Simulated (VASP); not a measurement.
# Te2Mo in VASP: settings compared

Aim: see how the results for Te2Mo move with the level of theory and the settings. Levels: LDA, PBEsol, PBE. Tasks: single point.

All numbers are computed with VASP 6.6.1; they aren't measurements. Logs are shortened: lines on timing, memory, paths and dates and some standing lists are left out, and cuts for length are marked.

## (1) The cell of the first run

The cell holds a slab with vacuum, 3 atoms: a = 3.560 Å, b = 3.560 Å, c = 17.524 Å, α = 90.00°, β = 90.00°, γ = 120.00°.

## (2) Single point, LDA

INCAR reads:

```
SYSTEM = Te2Mo
PREC     = Accurate       ! precision mode
ENCUT    = 500            ! plane-wave cutoff, eV
EDIFF    = 1E-6           ! SCF threshold, eV
ISMEAR   = 0              ! smearing method
SIGMA    = 0.1            ! smearing width, eV
LREAL    = .FALSE.        ! projectors in reciprocal space
LASPH    = .TRUE.         ! aspherical terms in the spheres
NELM     = 120            ! most SCF steps
ALGO     = Normal         ! electronic algorithm
ISIF     = 2              ! what is computed and relaxed
LWAVE    = .FALSE.        ! write WAVECAR
LCHARG   = .FALSE.        ! write CHGCAR
NBANDS   = 20             ! bands
GGA_COMPAT= .FALSE.
```

KPOINTS reads:

```
regular mesh
0
G
  6 6 1
  0 0 0
```

POSCAR reads:

```
Te2Mo
1.0
    3.5602328140      0.0000000000      0.0000000000
   -1.7801164070      3.0832520603      0.0000000000
    0.0000000000      0.0000000000     17.5240578200
Te Mo
2 1
Direct
    0.3333333333      0.6666666667      0.8978554500
    0.3333333333      0.6666666667      0.1021445500
    0.0000000000      0.0000000000      0.0000000000
```

Potentials or basis: VASP PAW LDA potentials, release 64 (Te, Mo_sv).

Started as:

```bash
$ cat potpaw_LDA.64/Te/POTCAR potpaw_LDA.64/Mo_sv/POTCAR > POTCAR
$ mpirun -np 1 vasp_std > vasp.out
```

OUTCAR:

```text
SYSTEM = Te2Mo
   PREC = Accurate
   ENCUT = 500
   EDIFF = 1E-6
   ISMEAR = 0
   LREAL = .FALSE.
   LASPH = .TRUE.
   NELM = 120
   ISIF = 2

 ion  position               nearest neighbor table
   1  0.333  0.667  0.898-   3 2.73   3 2.73   3 2.73   2 3.58
   2  0.333  0.667  0.102-   3 2.73   3 2.73   3 2.73   1 3.58
   3  0.000  0.000  0.000-   1 2.73   2 2.73   1 2.73   2 2.73   1 2.73   2 2.73

  LATTYP: Found a hexagonal cell.
 ALAT       =     3.5602328140
 C/A-ratio  =     4.9221662558

  Lattice vectors:

 A1 = (   3.5602328140,   0.0000000000,   0.0000000000)
 A2 = (  -1.7801164070,   3.0832520603,   0.0000000000)
 A3 = (   0.0000000000,   0.0000000000,  17.5240578200)

Analysis of symmetry for initial positions (statically):
=====================================================================
 Subroutine PRICEL returns:
 Original cell was already a primitive cell.

 Routine SETGRP: Setting up the symmetry group for a
 hexagonal supercell.

 Subroutine GETGRP returns: Found 12 space group operations
 (whereof 12 operations were pure point group operations)
 out of a pool of 24 trial point group operations.

The static configuration has the point symmetry D_3h.

Analysis of symmetry for dynamics (positions and initial velocities):
=====================================================================
 Subroutine PRICEL returns:
 Original cell was already a primitive cell.

 Routine SETGRP: Setting up the symmetry group for a
 hexagonal supercell.

 Subroutine GETGRP returns: Found 12 space group operations
 (whereof 12 operations were pure point group operations)
 out of a pool of 24 trial point group operations.

The dynamic configuration has the point symmetry D_3h.

 Subroutine INISYM returns: Found 12 space group operations
 (whereof 12 operations are pure point group operations),
 and found     1 'primitive' translations

----------------------------------------------------------------------------------------

                                     Primitive cell

  volume of cell :     192.3633

  direct lattice vectors                    reciprocal lattice vectors
     3.560232814  0.000000000  0.000000000     0.280880508  0.162166437  0.000000000
    -1.780116407  3.083252060  0.000000000     0.000000000  0.324332873  0.000000000
     0.000000000  0.000000000 17.524057820     0.000000000  0.000000000  0.057064409

  length of vectors
     3.560232814  3.560232814 17.524057820     0.324332873  0.324332873  0.057064409

  position of ions in fractional coordinates (direct lattice)
     0.333333333  0.666666667  0.897855450
     0.333333333  0.666666667  0.102144550
     0.000000000  0.000000000  0.000000000

  ion indices of the primitive-cell ions
   primitive index   ion index
                 1           1
                 2           2
                 3           3

----------------------------------------------------------------------------------------

 KPOINTS: regular mesh

Automatic generation of k-mesh.
 Grid dimensions read from file:
 generate k-points for:    6    6    1

 Generating k-lattice:

  Cartesian coordinates                     Fractional coordinates (reciprocal lattice)
     0.046813418  0.027027739  0.000000000     0.166666667  0.000000000  0.000000000
     0.000000000  0.054055479  0.000000000     0.000000000  0.166666667  0.000000000
     0.000000000  0.000000000  0.057064409     0.000000000  0.000000000  1.000000000

  Length of vectors
     0.054055479  0.054055479  0.057064409

  Shift w.r.t. Gamma in fractional coordinates (k-lattice)
     0.000000000  0.000000000  0.000000000

 Subroutine IBZKPT returns following result:
 ===========================================

 Found      7 irreducible k-points:

 Following reciprocal coordinates:
            Coordinates               Weight
  0.000000  0.000000  0.000000      1.000000
  0.166667  0.000000  0.000000      6.000000
  0.333333  0.000000  0.000000      6.000000
  0.500000  0.000000  0.000000      3.000000
  0.166667  0.166667  0.000000      6.000000
  0.333333  0.166667  0.000000     12.000000
  0.333333  0.333333  0.000000      2.000000
   k-points           NKPTS =      7   k-points in BZ     NKDIM =      7   number of bands    NBANDS=     20
   number of dos      NEDOS =    301   number of ions     NIONS =      3
   total plane-waves  NPLWV = 100352
   dimension x,y,z NGX =    28 NGY =   28 NGZ =  128
   dimension x,y,z NGXF=    56 NGYF=   56 NGZF=  256
   ions per type =               2   1
   NGX,Y,Z   is equivalent  to a cutoff of  13.07, 13.07, 12.14 a.u.
   NGXF,Y,Z  is equivalent  to a cutoff of  26.15, 26.15, 24.29 a.u.
 SYSTEM =  Te2Mo
   PREC   = accura    normal or accurate (medium, high low for compatibility)
   ISTART =      0    job   : 0-new  1-cont  2-samecut
   ICHARG =      2    charge: 1-file 2-atom 10-const
   ISPIN  =      1    spin polarized calculation?
   LNONCOLLINEAR =      F non collinear calculations
   LSORBIT =      F    spin-orbit coupling
   LASPH  =      T    aspherical Exc in radial PAW
   ENCUT  =  500.0 eV  36.75 Ry    6.06 a.u.   6.49  6.49 31.95*2*pi/ulx,y,z
   NELM   =    120;   NELMIN=  2; NELMDL= -5     # of ELM steps
   EDIFF  = 0.1E-05   stopping-criterion for ELM
   LREAL  =      F    real-space projection
   EDIFFG = 0.1E-04   stopping-criterion for IOM
   NSW    =      0    number of steps for IOM
   IBRION =     -1    ionic relax: 0-MD 1-quasi-New 2-CG
   NFREE  =      0    steps in history (QN), initial steepest desc. (CG)
   ISIF   =      2    stress and relaxation
   ISYM   =      2    0-nonsym 1-usesym 2-fastsym
   POTIM  = 0.5000    time-step for ionic-motion
   TEBEG  =    0.0;   TEEND  =   0.0 temperature during run
   PSTRESS=    0.0 pullay stress
   NELECT =      26.0000    total number of electrons
   NUPDOWN=      -1.0000    fix difference up-down
   EMIN   =  10.00;   EMAX   =-10.00  energy-range for DOS
   EFERMI =   0.00;   METHOD = LEGACY
   ISMEAR =     0;   SIGMA  =   0.10  broadening in eV -4-tet -1-fermi 0-gaus
   EFERMI_NEDOS =   21; number of points for ismear=-14 and -15
   IALGO  =     38    algorithm
   IMIX   =      4    mixing-type and parameters
     AMIX     =   0.40;   BMIX     =  1.00
     AMIX_MAG =   1.60;   BMIX_MAG =  1.00
  volume/ion in A,a.u.               =      64.12       432.71
  Fermi-wavevector in a.u.,A,eV,Ry     =   0.840153  1.587660  9.603777  0.705858
  Thomas-Fermi vector in A             =   1.954489
   LORBIT       =      0    0 simple, 1 ext, 2 COOP (PROOUT), +10 PAW based schemes
   GGA     = CA    functional components
   LHFCALC =     F    Hartree Fock is set to
   AEXX    =    0.0000 exact exchange contribution
   IVDW    =     0    specifies the selected vdW correction
   LEPSILON=     F    determine dielectric tensor
   LRPA    =     F    only Hartree local field effects (RPA)
 non-spin polarized calculation
 Gauss-broadening in eV      SIGMA  =   0.10
  energy-cutoff  :      500.00
  volume of cell :      192.36
 maximum number of plane-waves:      4959
 NGX is ok and might be reduce to    28
   NGX = 13   NGY = 13   NGZ = 63

 number of electron      25.9999997 magnetization

 Free energy of the ion-electron system (eV)
  ---------------------------------------------------
  ext. energy  EPLUGINS =         0.00000000
  ---------------------------------------------------
  free energy    TOTEN  =       -20.41021138 eV

  energy without entropy =      -20.41021138  energy(sigma->0) =      -20.41021138

 E-fermi :   0.4319     XC(G=0):  -4.8297

 val. band max:       -0.1339768267   @ k =   0.3333   0.3333   0.0000
 cond. band min:       0.9078778470   @ k =   0.3333   0.3333   0.0000
 fundamental gap:      1.0418546737
 Fermi energy:         0.4319468891

 k-point     1 :       0.0000    0.0000    0.0000
  band No.  band energies     occupation
      1     -60.4391      2.00000
      2     -34.7774      2.00000
      3     -34.6665      2.00000
      4     -34.6665      2.00000
      5     -12.6722      2.00000
      6     -11.6921      2.00000
      7      -5.0158      2.00000
      8      -1.8217      2.00000
      9      -1.8217      2.00000
     10      -1.7336      2.00000
     11      -1.0292      2.00000
     12      -1.0292      2.00000
     13      -0.5050      2.00000
     14       2.9272      0.00000
     15       2.9272      0.00000
     16       3.2216      0.00000
     17       3.2216      0.00000
     18       4.2375      0.00000
     19       4.7639      0.00000
     20       5.5490      0.00000

 k-point     2 :       0.1667    0.0000    0.0000
  band No.  band energies     occupation
      1     -60.4369      2.00000
      2     -34.7708      2.00000
      3     -34.6960      2.00000
      4     -34.6734      2.00000
      5     -12.3098      2.00000
      6     -11.4463      2.00000
      7      -4.6291      2.00000
      8      -2.5852      2.00000
      9      -2.4031      2.00000
     10      -1.5239      2.00000
     11      -1.4622      2.00000
     12      -0.8779      2.00000
     13      -0.6120      2.00000
     14       1.8604      0.00000
     15       2.0505      0.00000
     16       2.5497      0.00000
     17       3.2071      0.00000
     18       4.7333      0.00000
     19       5.2056      0.00000
     20       6.0941      0.00000

 k-point     3 :       0.3333    0.0000    0.0000
  band No.  band energies     occupation
      1     -60.4327      2.00000
      2     -34.7576      2.00000
      3     -34.7545      2.00000
      4     -34.6870      2.00000
      5     -11.4017      2.00000
      6     -10.8425      2.00000
      7      -4.5119      2.00000
      8      -3.7221      2.00000
      9      -3.5580      2.00000
     10      -2.1394      2.00000
     11      -1.4587      2.00000
     12      -1.0442      2.00000
     13      -0.8479      2.00000
     14       1.3785      0.00000
     15       1.6100      0.00000
     16       2.5323      0.00000
     17       3.5107      0.00000
     18       5.3737      0.00000
     19       5.7889      0.00000
     20       6.0444      0.00000

 k-point     4 :       0.5000    0.0000    0.0000
  band No.  band energies     occupation
      1     -60.4305      2.00000
      2     -34.7834      2.00000
      3     -34.7511      2.00000
      4     -34.6939      2.00000
      5     -10.7712      2.00000
      6     -10.4470      2.00000
      7      -5.4396      2.00000
      8      -4.5586      2.00000
      9      -3.3905      2.00000
     10      -2.4216      2.00000
     11      -1.6474      2.00000
     12      -0.8128      2.00000
     13      -0.4599      2.00000
     14       1.2547      0.00000
     15       1.5971      0.00000
     16       3.1711      0.00000
     17       3.5845      0.00000
     18       3.8095      0.00000
     19       5.8351      0.00000
     20       6.4260      0.00000

 k-point     5 :       0.1667    0.1667    0.0000
  band No.  band energies     occupation
      1     -60.4337      2.00000
      2     -34.7609      2.00000
      3     -34.7345      2.00000
      4     -34.6891      2.00000
      5     -11.6659      2.00000
      6     -11.0134      2.00000
      7      -4.1732      2.00000
      8      -3.4114      2.00000
      9      -3.0816      2.00000
     10      -2.5549      2.00000
     11      -1.5994      2.00000
     12      -0.8573      2.00000
     13      -0.7020      2.00000
     14       1.2272      0.00000
     15       1.7018      0.00000
     16       1.8470      0.00000
     17       3.3470      0.00000
     18       5.4916      0.00000
     19       6.0005      0.00000
     20       6.9051      0.00000

 k-point     6 :       0.3333    0.1667    0.0000
  band No.  band energies     occupation
      1     -60.4305      2.00000
      2     -34.7688      2.00000
      3     -34.7511      2.00000
      4     -34.7086      2.00000
      5     -10.8121      2.00000
      6     -10.4564      2.00000
      7      -4.9061      2.00000
      8      -4.3104      2.00000
      9      -3.2966      2.00000
     10      -2.7708      2.00000
     11      -2.1715      2.00000
     12      -1.4962      2.00000
     13      -0.4317      2.00000
     14       1.3174      0.00000
     15       1.6274      0.00000
     16       2.2860      0.00000
     17       3.4812      0.00000
     18       4.7374      0.00000
     19       6.7145      0.00000
     20       6.7513      0.00000

 k-point     7 :       0.3333    0.3333    0.0000
  band No.  band energies     occupation
      1     -60.4294      2.00000
      2     -34.7558      2.00000
      3     -34.7478      2.00000
      4     -34.7397      2.00000
      5     -10.4837      2.00000
      6     -10.2341      2.00000
      7      -4.5657      2.00000
      8      -4.4101      2.00000
      9      -3.8534      2.00000
     10      -2.9914      2.00000
     11      -2.9670      2.00000
     12      -1.7560      2.00000
     13      -0.1340      2.00000
     14       0.9079      0.00000
     15       1.8251      0.00000
     16       2.4028      0.00000
     17       3.9174      0.00000
     18       4.9554      0.00000
     19       5.0192      0.00000
     20       7.1860      0.00000

------------------------ aborting loop because EDIFF is reached ----------------------------------------

  FORCE on cell =-STRESS in cart. coord.  units (eV):
  Direction    XX          YY          ZZ          XY          YZ          ZX
  --------------------------------------------------------------------------------------
  -------------------------------------------------------------------------------------
  Total       -2.3793451     -2.3793451     -1.3160390      0.0000000      0.0000000      0.0000000
  in kB      -19.8173648    -19.8173648    -10.9611782      0.0000000      0.0000000      0.0000000
  external PRESSURE =     -16.8653026 kB  Pullay stress =       0.0000000 kB

 VOLUME and BASIS-vectors are now :
 -----------------------------------------------------------------------------
  energy-cutoff  :      500.00
  volume of cell :      192.36
      direct lattice vectors                 reciprocal lattice vectors
     3.560232814  0.000000000  0.000000000     0.280880508  0.162166437  0.000000000
    -1.780116407  3.083252060  0.000000000     0.000000000  0.324332873  0.000000000
     0.000000000  0.000000000 17.524057820     0.000000000  0.000000000  0.057064409

 POSITION                                       TOTAL-FORCE (eV/Angst)
 -----------------------------------------------------------------------------------
     -0.00000      2.05550     15.73407        -0.000000      0.000000      0.364266
     -0.00000      2.05550      1.78999         0.000000      0.000000     -0.364266
      0.00000      0.00000      0.00000         0.000000     -0.000000     -0.000000
 -----------------------------------------------------------------------------------
    total drift:                                0.000000     -0.000000     -0.000000

  FREE ENERGIE OF THE ION-ELECTRON SYSTEM (eV)
  ---------------------------------------------------
  free  energy   TOTEN  =       -20.4102113789 eV

  energy  without entropy=      -20.4102113789  energy(sigma->0) =      -20.41021138
```

It took 17 s on 1 thread of Intel Xeon 6975P-C (Granite Rapids), shared host; peak memory 0.24 GiB.

Results:

| Quantity | Value |
| --- | --- |
| Free energy | -20.4102 eV |
| Largest force | 0.364 eV/Å |
| Band gap on the k mesh | 1.04 eV, direct |

Forces on the atoms (eV/Å):
```
Te   0.000  0.000  0.364
Te   0.000  0.000 -0.364
Mo   0.000  0.000  0.000
```

Levels at points of the mesh, in eV from the valence-band top:
```
           k point  band 9  band 10  band 11  band 12  band 13  band 14  band 15  band 16  band 17  band 18
(0.00, 0.00, 0.00)   -1.69    -1.60    -0.90    -0.90    -0.37     3.06     3.06     3.36     3.36     4.37
(0.50, 0.00, 0.00)   -3.26    -2.29    -1.51    -0.68    -0.33     1.39     1.73     3.31     3.72     3.94
```

Caveat: spin-orbit coupling is left out, which moves the levels of the heavy elements.

## (3) Single point, LDA

INCAR reads:

```
PREC = Accurate
ENCUT = 500
EDIFF = 1E-6
ISMEAR = 0
SIGMA = 0.1
LREAL = F
LASPH = T
NELM = 120
ALGO = Normal
ISIF = 2
LWAVE = F
LCHARG = F
GGA = CA
NBANDS = 20
GGA_COMPAT = F
```

KPOINTS reads:

```
Automatic mesh
0
Gamma
  6 6 1
```

POSCAR is that of step 2.

Potentials or basis: VASP PAW LDA potentials, release 64 (Te, Mo_sv).

Started as:

```bash
$ cat potpaw_LDA.64/Te/POTCAR potpaw_LDA.64/Mo_sv/POTCAR > POTCAR
$ mpirun -np 1 vasp_std > vasp.out
```

OUTCAR:

```text
PREC = Accurate
   ENCUT = 500
   EDIFF = 1E-6
   ISMEAR = 0
   LREAL = F
   LASPH = T
   NELM = 120
   ISIF = 2
   GGA = CA

 ion  position               nearest neighbor table
   1  0.333  0.667  0.898-   3 2.73   3 2.73   3 2.73   2 3.58
   2  0.333  0.667  0.102-   3 2.73   3 2.73   3 2.73   1 3.58
   3  0.000  0.000  0.000-   1 2.73   2 2.73   1 2.73   2 2.73   1 2.73   2 2.73

  LATTYP: Found a hexagonal cell.
 ALAT       =     3.5602328140
 C/A-ratio  =     4.9221662558
[... 335 lines left out ...]

  FORCE on cell =-STRESS in cart. coord.  units (eV):
  Direction    XX          YY          ZZ          XY          YZ          ZX
  --------------------------------------------------------------------------------------
  -------------------------------------------------------------------------------------
  Total       -2.3793451     -2.3793451     -1.3160390      0.0000000      0.0000000      0.0000000
  in kB      -19.8173648    -19.8173648    -10.9611782      0.0000000      0.0000000      0.0000000
  external PRESSURE =     -16.8653026 kB  Pullay stress =       0.0000000 kB

 VOLUME and BASIS-vectors are now :
 -----------------------------------------------------------------------------
  energy-cutoff  :      500.00
  volume of cell :      192.36
      direct lattice vectors                 reciprocal lattice vectors
     3.560232814  0.000000000  0.000000000     0.280880508  0.162166437  0.000000000
    -1.780116407  3.083252060  0.000000000     0.000000000  0.324332873  0.000000000
     0.000000000  0.000000000 17.524057820     0.000000000  0.000000000  0.057064409

 POSITION                                       TOTAL-FORCE (eV/Angst)
 -----------------------------------------------------------------------------------
     -0.00000      2.05550     15.73407        -0.000000      0.000000      0.364266
     -0.00000      2.05550      1.78999         0.000000      0.000000     -0.364266
      0.00000      0.00000      0.00000         0.000000     -0.000000     -0.000000
 -----------------------------------------------------------------------------------
    total drift:                                0.000000     -0.000000     -0.000000

  FREE ENERGIE OF THE ION-ELECTRON SYSTEM (eV)
  ---------------------------------------------------
  free  energy   TOTEN  =       -20.4102113789 eV

  energy  without entropy=      -20.4102113789  energy(sigma->0) =      -20.41021138
```

Wall time 17 s (1 thread of Intel Xeon 6975P-C (Granite Rapids), shared host); peak memory 0.24 GiB.

What came out:

| Property | Result |
| --- | --- |
| Free energy | -20.4102 eV |
| Largest force | 0.364 eV/Å |
| Band gap on the k mesh | 1.04 eV, direct |

Forces on the atoms (eV/Å):
```
Te   0.000  0.000  0.364
Te   0.000  0.000 -0.364
Mo   0.000  0.000  0.000
```

Levels at points of the mesh, in eV from the valence-band top:
```csv
k point,band 11,band 12,band 13,band 14,band 15,band 16
"(0.00, 0.00, 0.00)",-0.90,-0.90,-0.37,3.06,3.06,3.36
"(0.50, 0.00, 0.00)",-1.51,-0.68,-0.33,1.39,1.73,3.31
```

Caveat: spin-orbit coupling is left out, which moves the levels of the heavy elements.

(Part 1 of 2 ends here.)
